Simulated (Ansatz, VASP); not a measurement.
**Two plane-wave programs on C**

```
C
1.0
     2.20000    0.00000    0.00000
    -1.10000    1.90526    0.00000
     0.00000    0.00000   28.00000
C
2
Direct
  0.33333 0.66667 0.51020
  0.66667 0.33333 0.48980
```

Alike in both runs: task single point; functional LDA; k mesh 21 × 21 × 1; occupations gaussian, width 0.1 eV; no spin polarisation.

|  | VASP | Ansatz |
| --- | --- | --- |
| version | VASP 6.6.1 | Ansatz 0.2.0 |
| potentials or method | VASP PAW LDA potentials, release 64 (C), cutoff 520 eV | scalar-relativistic, plane waves, PAW |
| valence electrons in the cell | 8 | 8 |

```tsv
	VASP	Ansatz	Ansatz less VASP
gap on the k mesh at the Fermi level (eV)	none	none	-
rms of the force components (eV/Å)	5.029	5.075	+0.0458
```

LDA's correlation is that of Perdew and Zunger in VASP and of Perdew and Wang (1992) in Ansatz. Atom by atom the forces differ by 0.046 eV/Å (rms over components). A gap of «none» marks a metal or a gap that the smearing closes.
